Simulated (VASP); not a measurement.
## SnO2: single point with PBEsol

SnO2:

```
Sn O
1.0
     1.61953    0.93504    4.44919
    -1.61953    0.93504    4.44919
     0.00000   -1.87007    4.44919
Sn O
1 2
Direct
  0.50000 0.50000 0.50000
  0.24779 0.24779 0.24779
  0.75221 0.75221 0.75221
```

```yaml
Program: VASP 6.6.1
Task: single point
Functional: PBEsol
Potentials_or_basis: VASP PAW PBE potentials, release 64 (Sn_d, O)
Cutoff: 520 eV
k_mesh: 12 × 12 × 12
Occupations: gaussian, width 0.05 eV
Spin: no spin polarisation
Dipole_correction: no
Further_INCAR_settings: ALGO = Normal; EDIFF = 1e-07; NBANDS = 20
```

```json
{
  "Pressure": "-9.6 GPa",
  "Largest force": "1.322 eV/Å",
  "Band gap on the k mesh": "1.25 eV, direct"
}
```

Forces in eV/Å, atoms in the order of the input:
```
Sn   0.000  0.000  0.000
O    0.000  0.000 -1.322
O    0.000  0.000  1.322
```

Stress tensor (GPa, compression positive):
```
 -9.04   0.00   0.00
  0.00  -9.04   0.00
  0.00   0.00 -10.60
```

Levels at points of the mesh, in eV from the valence-band top:
| k point | band 10 | band 11 | band 12 | band 13 | band 14 | band 15 | band 16 | band 17 |
| --- | --- | --- | --- | --- | --- | --- | --- | --- |
| (0.00, 0.00, 0.00) | -1.33 | -1.11 | -1.11 | 0.00 | 1.25 | 5.10 | 10.37 | 10.37 |
| (0.50, 0.00, 0.00) | -2.83 | -2.07 | -1.12 | -1.01 | 4.66 | 7.17 | 9.59 | 11.52 |
| (0.50, 0.50, 0.00) | -3.11 | -1.30 | -0.62 | -0.10 | 4.15 | 6.10 | 10.18 | 10.68 |
| (0.50, 0.50, 0.50) | -1.53 | -1.53 | -0.94 | -0.94 | 3.17 | 5.25 | 10.72 | 10.72 |

Wall time 2.9 min on 1 thread of Intel(R) Xeon(R) Platinum 8375C CPU @ 2.90GHz (Ice Lake) (shared host), peak memory 0.3 GiB.

Caveat: the PAW data sets were made with another functional, which shifts forces and pressure a little; spin-orbit coupling is left out, which moves the levels of the heavy elements. Expect the measured gap to be larger: semilocal functionals such as PBEsol lack the derivative discontinuity.
